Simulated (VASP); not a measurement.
TiCu6O8 (a cell with a defect): single point with PBE+D3(BJ)

The system is TiCu6O8 (a cell with a defect).

```
Cu O Ti
1.0
     4.68930   -3.42680    0.00000
     4.68930    3.42680    0.00000
    -0.86055    0.00000    5.05944
Cu O Ti
6 8 1
Direct
  0.02551 0.17578 0.92876
  0.94035 0.91350 0.26502
  0.25399 0.48538 0.48191
  0.51617 0.24801 0.98125
  0.47353 0.73533 0.99242
  0.74738 0.48358 0.50370
  0.31399 0.19419 0.22896
  0.25263 0.24417 0.71462
  0.27020 0.72050 0.24614
  0.22503 0.79204 0.71111
  0.80141 0.24680 0.20992
  0.71696 0.24963 0.71174
  0.69652 0.75743 0.29080
  0.67439 0.77125 0.75599
  0.41648 0.93641 0.50891
```

| Item | Value |
| --- | --- |
| Program | VASP 6.6.1 |
| Task | single point |
| Functional | PBE |
| Dispersion | D3(BJ) |
| Potentials or basis | VASP PAW PBE potentials, release 64 (Cu, O, Ti_sv) |
| Cutoff | 520 eV |
| k mesh | 3 × 3 × 3 |
| Occupations | fermi-dirac, width 0.02 eV |
| Spin | no spin polarisation |
| Dipole correction | no |
| Further INCAR settings | LREAL = Auto; ALGO = Normal; EDIFF = 1e-07; NBANDS = 76 |

The pressure is 1.2 GPa and the largest force is 0.678 eV/Å. The band gap on the k mesh is zero (bands 63 and 64 overlap by 0.55 eV) and the dispersion energy per atom is -0.257 eV.

Forces in eV/Å, atoms in the order of the input:
```
Cu   0.422  0.135  0.513
Cu  -0.157 -0.017  0.083
Cu  -0.012 -0.012 -0.060
Cu   0.013 -0.045 -0.034
Cu  -0.079  0.016 -0.042
Cu   0.008 -0.041 -0.010
O   -0.116  0.012 -0.111
O    0.042  0.013 -0.077
O   -0.086 -0.018 -0.085
O   -0.012  0.127 -0.112
O    0.023 -0.066 -0.007
O    0.055 -0.118 -0.002
O   -0.076  0.005 -0.013
O    0.051 -0.006 -0.008
Ti  -0.076  0.014 -0.035
```

Stress tensor (GPa, compression positive):
```
-1.15 -1.33 -1.38
-1.33  0.32 -0.28
-1.38 -0.28  4.37
```

Levels at points of the mesh, in eV from the Fermi level:
| k point | band 60 | band 61 | band 62 | band 63 | band 64 | band 65 | band 66 | band 67 |
| --- | --- | --- | --- | --- | --- | --- | --- | --- |
| (0.00, 0.00, 0.00) | -0.76 | -0.64 | -0.17 | 0.43 | 0.48 | 0.72 | 1.02 | 1.46 |

Wall time 15 min on 1 thread of Oxide Virtual Turin-like Processor, with other jobs on the host, peak memory 0.32 GiB.

Caveat: the k points lie up to 0.41 Å⁻¹ apart, too coarse for converged energies and pressures of a metal; semilocal functionals often make such compounds metallic where correlation or magnetic order opens a gap, which also shifts bond lengths. With open d or f shells a metallic result of PBE can be an artefact of self-interaction; +U or a hybrid may open a gap.
